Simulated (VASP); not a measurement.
Sn, 1 atom in the cell. The structure is tetragonal, space group I4/mmm (No. 139). The conventional cell has a = 3.922 Å, b = 3.922 Å, c = 3.412 Å, α = 90.00°, β = 90.00°, γ = 90.00°. Within 4.3 Å of Sn (site symmetry 4/mmm) lie 14 Sn at 3.26 to 3.92 Å. 

```yaml
Program: VASP 6.6.1
Task: single point
Functional: PBEsol
Potentials_or_basis: VASP PAW PBE potentials, release 64 (Sn_d)
Cutoff: 520 eV
k_mesh: 22 × 22 × 22
Occupations: gaussian, width 0.1 eV
Spin: no spin polarisation
Dipole_correction: no
Further_INCAR_settings: ALGO = Fast; EDIFF = 1e-07; NBANDS = 13
```

Potentials or basis: VASP PAW PBE potentials, release 64 (Sn_d).

Launch:

```sh
$ cat potpaw_PBE.64/Sn_d/POTCAR > POTCAR
$ mpirun -np 1 vasp_std > vasp.out
```

Hardware: 1 thread of Intel(R) Xeon(R) 6975P-C (Granite Rapids) (shared host).

**Question.** Estimate the wall time of this run.

**Answer.** Wall time 2.4 min on 1 thread of Intel(R) Xeon(R) 6975P-C (Granite Rapids), on a shared host, peak memory 0.36 GiB. Counts: scf iterations 13, k points 834.
